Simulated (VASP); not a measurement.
# S (Fd-3m) in VASP: further runs

Runs on S. Level: PBE. Tasks: single point.

All numbers are computed with VASP 6.6.1; they aren't measurements. Logs are shortened: lines on timing, memory, paths and dates and some standing lists are left out, and cuts for length are marked.

## 1. The cell of the first run

It takes space group Fd-3m (No. 227, cubic). The conventional cell has a = 5.484 Å, b = 5.484 Å, c = 5.484 Å, α = 90.00°, β = 90.00°, γ = 90.00°. Within 3.1 Å of S (site symmetry -43m) lie 4 S at 2.37 Å.

## 2. Single point, PBE (volume scaled by 0.85)

The input, INCAR:

```
  ALGO = Normal
  EDIFF = 1E-6
  ENCUT = 520
  GGA = PE
  ISIF = 2
  ISMEAR = -1
  LASPH = True
  LCHARG = False
  LREAL = False
  LWAVE = False
  NBANDS = 13
  NELM = 60
  PREC = Accurate
  SIGMA = 0.08
```

The input, KPOINTS:

```
k-points
0
Gamma
  13 13 13
```

The input, POSCAR:

```
S
1.0
    0.0000000000      2.7420575196      2.7420575196
    2.7420575196      0.0000000000      2.7420575196
    2.7420575196      2.7420575196      0.0000000000
S
2
Direct
   -0.1250000000     -0.1250000000     -0.1250000000
    0.1250000000      0.1250000000      0.1250000000
```

Potentials or basis: VASP PAW PBE potentials, release 64 (S).

Launch:

```bash
cat potpaw_PBE.64/S/POTCAR > POTCAR
mpirun -np 1 vasp_std > vasp.out
```

OUTCAR:

```text
EDIFF = 1E-6
   ENCUT = 520
   GGA = PE
   ISIF = 2
   ISMEAR = -1
   LASPH = True
   LREAL = False
   NELM = 60
   PREC = Accurate

 ion  position               nearest neighbor table
   1  0.875  0.875  0.875-   2 2.37   2 2.37   2 2.37   2 2.37
   2  0.125  0.125  0.125-   1 2.37   1 2.37   1 2.37   1 2.37

  LATTYP: Found a face centered cubic cell.
 ALAT       =     5.4841150392

  Lattice vectors:

 A1 = (   0.0000000000,   2.7420575196,   2.7420575196)
 A2 = (   2.7420575196,   0.0000000000,   2.7420575196)
 A3 = (   2.7420575196,   2.7420575196,   0.0000000000)

Analysis of symmetry for initial positions (statically):
=====================================================================
 Subroutine PRICEL returns:
 Original cell was already a primitive cell.

 Routine SETGRP: Setting up the symmetry group for a
 face centered cubic supercell.

 Subroutine GETGRP returns: Found 48 space group operations
 (whereof 12 operations were pure point group operations)
 out of a pool of 48 trial point group operations.

The static configuration has the point symmetry D_3d.
 The point group associated with its full space group is O_h .

Analysis of symmetry for dynamics (positions and initial velocities):
=====================================================================
 Subroutine PRICEL returns:
 Original cell was already a primitive cell.

 Routine SETGRP: Setting up the symmetry group for a
 face centered cubic supercell.

 Subroutine GETGRP returns: Found 48 space group operations
 (whereof 12 operations were pure point group operations)
 out of a pool of 48 trial point group operations.

The dynamic configuration has the point symmetry D_3d.
 The point group associated with its full space group is O_h .

 Subroutine INISYM returns: Found 48 space group operations
 (whereof 12 operations are pure point group operations),
 and found     1 'primitive' translations

----------------------------------------------------------------------------------------

                                     Primitive cell

  volume of cell :      41.2344

  direct lattice vectors                    reciprocal lattice vectors
     0.000000000  2.742057520  2.742057520    -0.182344826  0.182344826  0.182344826
     2.742057520  0.000000000  2.742057520     0.182344826 -0.182344826  0.182344826
     2.742057520  2.742057520  0.000000000     0.182344826  0.182344826 -0.182344826

  length of vectors
     3.877854933  3.877854933  3.877854933     0.315830502  0.315830502  0.315830502

  position of ions in fractional coordinates (direct lattice)
     0.875000000  0.875000000  0.875000000
     0.125000000  0.125000000  0.125000000

  ion indices of the primitive-cell ions
   primitive index   ion index
                 1           1
                 2           2

----------------------------------------------------------------------------------------

 KPOINTS: k-points

Automatic generation of k-mesh.
 Grid dimensions read from file:
 generate k-points for:   13   13   13

 Generating k-lattice:

  Cartesian coordinates                     Fractional coordinates (reciprocal lattice)
    -0.014026525  0.014026525  0.014026525     0.076923077  0.000000000  0.000000000
     0.014026525 -0.014026525  0.014026525     0.000000000  0.076923077  0.000000000
     0.014026525  0.014026525 -0.014026525     0.000000000  0.000000000  0.076923077

  Length of vectors
     0.024294654  0.024294654  0.024294654

  Shift w.r.t. Gamma in fractional coordinates (k-lattice)
     0.000000000  0.000000000  0.000000000

 Subroutine IBZKPT returns following result:
 ===========================================

 Found     84 irreducible k-points:

 Following reciprocal coordinates:
            Coordinates               Weight
  0.000000  0.000000  0.000000      1.000000
  0.076923  0.000000  0.000000      8.000000
  0.153846  0.000000  0.000000      8.000000
  0.230769  0.000000  0.000000      8.000000
  0.307692  0.000000  0.000000      8.000000
  0.384615  0.000000  0.000000      8.000000
[... 16 lines left out ...]
  0.384615  0.153846  0.000000     24.000000
  0.461538  0.153846  0.000000     24.000000
 [... further k-points ...]
   k-points           NKPTS =     84   k-points in BZ     NKDIM =     84   number of bands    NBANDS=     13
   number of dos      NEDOS =    301   number of ions     NIONS =      2
   total plane-waves  NPLWV =  27000
   dimension x,y,z NGX =    30 NGY =   30 NGZ =   30
   dimension x,y,z NGXF=    60 NGYF=   60 NGZF=   60
   ions per type =               2
   NGX,Y,Z   is equivalent  to a cutoff of  12.86, 12.86, 12.86 a.u.
   NGXF,Y,Z  is equivalent  to a cutoff of  25.72, 25.72, 25.72 a.u.
 SYSTEM =  unknown system
   PREC   = accura    normal or accurate (medium, high low for compatibility)
   ISTART =      0    job   : 0-new  1-cont  2-samecut
   ICHARG =      2    charge: 1-file 2-atom 10-const
   ISPIN  =      1    spin polarized calculation?
   LNONCOLLINEAR =      F non collinear calculations
   LSORBIT =      F    spin-orbit coupling
   LASPH  =      T    aspherical Exc in radial PAW
   ENCUT  =  520.0 eV  38.22 Ry    6.18 a.u.   7.21  7.21  7.21*2*pi/ulx,y,z
   NELM   =     60;   NELMIN=  2; NELMDL= -5     # of ELM steps
   EDIFF  = 0.1E-05   stopping-criterion for ELM
   LREAL  =      F    real-space projection
   EDIFFG = 0.1E-04   stopping-criterion for IOM
   NSW    =      0    number of steps for IOM
   IBRION =     -1    ionic relax: 0-MD 1-quasi-New 2-CG
   NFREE  =      0    steps in history (QN), initial steepest desc. (CG)
   ISIF   =      2    stress and relaxation
   ISYM   =      2    0-nonsym 1-usesym 2-fastsym
   POTIM  = 0.5000    time-step for ionic-motion
   TEBEG  =    0.0;   TEEND  =   0.0 temperature during run
   PSTRESS=    0.0 pullay stress
   NELECT =      12.0000    total number of electrons
   NUPDOWN=      -1.0000    fix difference up-down
   EMIN   =  10.00;   EMAX   =-10.00  energy-range for DOS
   EFERMI =   0.00;   METHOD = LEGACY
   ISMEAR =    -1;   SIGMA  =   0.08  broadening in eV -4-tet -1-fermi 0-gaus
   EFERMI_NEDOS =   21; number of points for ismear=-14 and -15
   IALGO  =     38    algorithm
   IMIX   =      4    mixing-type and parameters
     AMIX     =   0.40;   BMIX     =  1.00
     AMIX_MAG =   1.60;   BMIX_MAG =  1.00
  volume/ion in A,a.u.               =      20.62       139.13
  Fermi-wavevector in a.u.,A,eV,Ry     =   1.084881  2.050127 16.013599  1.176966
  Thomas-Fermi vector in A             =   2.220981
   LORBIT       =      0    0 simple, 1 ext, 2 COOP (PROOUT), +10 PAW based schemes
   GGA     = PE    functional components
   LHFCALC =     F    Hartree Fock is set to
   AEXX    =    0.0000 exact exchange contribution
   IVDW    =     0    specifies the selected vdW correction
   LEPSILON=     F    determine dielectric tensor
   LRPA    =     F    only Hartree local field effects (RPA)
 non-spin polarized calculation
  energy-cutoff  :      520.00
  volume of cell :       41.23
 maximum number of plane-waves:      1127
 NGX is ok and might be reduce to    30
   NGX = 15   NGY = 15   NGZ = 15

 number of electron      12.0000001 magnetization

 Free energy of the ion-electron system (eV)
  ---------------------------------------------------
  ext. energy  EPLUGINS =         0.00000000
  ---------------------------------------------------
  free energy    TOTEN  =        -6.07657542 eV

  energy without entropy =       -6.03578511  energy(sigma->0) =       -6.05618027

 E-fermi :   5.2408     XC(G=0):  -9.4369

 val. band max:        5.2345081246   @ k =  -0.3077   0.0769   0.0000
 cond. band min:       5.2445192663   @ k =  -0.4615   0.1538   0.0769
 fundamental gap:      0.0100111417
 Fermi energy:         5.2407842694

 k-point     1 :       0.0000    0.0000    0.0000
  band No.  band energies     occupation
      1     -11.8299      2.00000
      2      -3.1326      2.00000
      3       0.7359      2.00000
      4       0.7359      2.00000
      5       0.7359      2.00000
      6       4.0242      2.00000
      7       4.0242      2.00000
      8       4.0242      2.00000
      9      10.9443      0.00000
     10      12.7163      0.00000
     11      12.7163      0.00000
     12      15.8918      0.00000
     13      15.8918      0.00000

 k-point     2 :       0.0769    0.0000    0.0000
  band No.  band energies     occupation
      1     -11.7715      2.00000
      2      -3.4173      2.00000
      3       0.6624      2.00000
      4       0.6624      2.00000
      5       0.8357      2.00000
      6       4.1363      2.00000
      7       4.1363      2.00000
      8       4.1515      2.00000
      9      11.1699      0.00000
     10      12.5491      0.00000
     11      12.5491      0.00000
     12      15.7192      0.00000
     13      16.2722      0.00000

 k-point     3 :       0.1538    0.0000    0.0000
  band No.  band energies     occupation
      1     -11.5996      2.00000
      2      -4.1104      2.00000
      3       0.4805      2.00000
      4       0.4805      2.00000
      5       0.9628      2.00000
      6       4.4195      1.99993
      7       4.4195      1.99993
      8       4.5899      1.99941
      9      11.7364      0.00000
     10      12.2690      0.00000
     11      12.2690      0.00000
     12      15.4185      0.00000
     13      17.1615      0.00000
[... 305 lines left out ...]
 k-point    23 :       0.3846    0.1538    0.0000
  band No.  band energies     occupation
      1     -10.6416      2.00000
      2      -6.3908      2.00000
      3      -0.8317      2.00000
      4      -0.4228      2.00000
      5       2.1517      2.00000
      6       4.4682      1.99987
      7       5.9541      0.00027
      8       6.6550      0.00000
      9      11.3445      0.00000
     10      12.9126      0.00000
     11      13.8379      0.00000
     12      16.1554      0.00000
     13      16.2901      0.00000

 k-point    24 :       0.4615    0.1538    0.0000
  band No.  band energies     occupation
      1     -10.2852      2.00000
      2      -6.9934      2.00000
      3      -1.0954      2.00000
      4      -0.4566      2.00000
      5       2.0671      2.00000
      6       4.9398      1.95458
      7       6.0046      0.00014
      8       7.2167      0.00000
      9      11.7653      0.00000
     10      12.7178      0.00000
     11      14.2066      0.00000
     12      15.3925      0.00000
     13      15.4845      0.00000

 [... further k-points ...]
[... 5 lines left out ...]
  --------------------------------------------------------------------------------------
  -------------------------------------------------------------------------------------
  Total        2.3985772      2.3985772      2.3985772      0.0000000     -0.0000000      0.0000000
  in kB       93.1975743     93.1975743     93.1975743      0.0000000     -0.0000000      0.0000000
  external PRESSURE =      93.1975743 kB  Pullay stress =       0.0000000 kB

 VOLUME and BASIS-vectors are now :
 -----------------------------------------------------------------------------
  energy-cutoff  :      520.00
  volume of cell :       41.23
      direct lattice vectors                 reciprocal lattice vectors
     0.000000000  2.742057520  2.742057520    -0.182344826  0.182344826  0.182344826
     2.742057520  0.000000000  2.742057520     0.182344826 -0.182344826  0.182344826
     2.742057520  2.742057520  0.000000000     0.182344826  0.182344826 -0.182344826

 POSITION                                       TOTAL-FORCE (eV/Angst)
 -----------------------------------------------------------------------------------
      4.79860      4.79860      4.79860         0.000000      0.000000      0.000000
      0.68551      0.68551      0.68551        -0.000000     -0.000000     -0.000000
 -----------------------------------------------------------------------------------
    total drift:                               -0.000000      0.000000      0.000000

  FREE ENERGIE OF THE ION-ELECTRON SYSTEM (eV)
  ---------------------------------------------------
  free  energy   TOTEN  =        -6.0765754180 eV

  energy  without entropy=       -6.0357851133  energy(sigma->0) =       -6.05618027
```

Wall time 37 s (1 thread of Intel Xeon Platinum 8259CL at 2.50GHz (Skylake/Cascade Lake), shared host); peak memory 0.17 GiB.

Results:

| Quantity | Value |
| --- | --- |
| Free energy | -6.0766 eV |
| Pressure | 9.3 GPa |
| Band gap on the k mesh | zero (band 6 reaches 5.77 eV, above the bottom of band 7 at 4.02 eV) |

## 3. Single point, PBE (volume scaled by 0.95)

The input, INCAR:

```
PREC     = Accurate       # precision mode
ENCUT    = 520            # plane-wave cutoff, eV
EDIFF    = 1E-6           # SCF threshold, eV
ISMEAR   = -1             # smearing method
SIGMA    = 0.08           # smearing width, eV
LREAL    = F              # projectors in reciprocal space
LASPH    = T              # aspherical terms in the spheres
NELM     = 100            # most SCF steps
ALGO     = Normal         # electronic algorithm
ISIF     = 2              # what is computed and relaxed
LWAVE    = F              # write WAVECAR
LCHARG   = F              # write CHGCAR
GGA      = PE             # functional
NBANDS   = 13             # bands
```

The input, KPOINTS:

```
Automatic mesh
0
Gamma
  13 13 13
```

The input, POSCAR:

```
S
1.0
    0.0000000000      2.8456279673      2.8456279673
    2.8456279673      0.0000000000      2.8456279673
    2.8456279673      2.8456279673      0.0000000000
S
2
Direct
   -0.1250000000     -0.1250000000     -0.1250000000
    0.1250000000      0.1250000000      0.1250000000
```

Potentials or basis: VASP PAW PBE potentials, release 64 (S).

Launch:

```bash
cat potpaw_PBE.64/S/POTCAR > POTCAR
mpirun -np 1 vasp_std > vasp.out
```

It took 38 s on 1 thread of Intel Xeon Platinum 8259CL at 2.50GHz (Skylake/Cascade Lake), shared host; peak memory 0.18 GiB.

Results (log left out):

```
Free energy            : -6.2482 eV
Pressure               : 2.4 GPa
Band gap on the k mesh : zero (band 6 reaches 4.25 eV, above the bottom of band 7 at 2.98 eV)
```

Levels at points of the mesh, in eV from the Fermi level:
```
           k point  band 4  band 5  band 6  band 7  band 8  band 9
(0.00, 0.00, 0.00)   -4.03   -4.03   -1.01   -1.01   -1.01    5.64
```

[end of part 1 of 2]
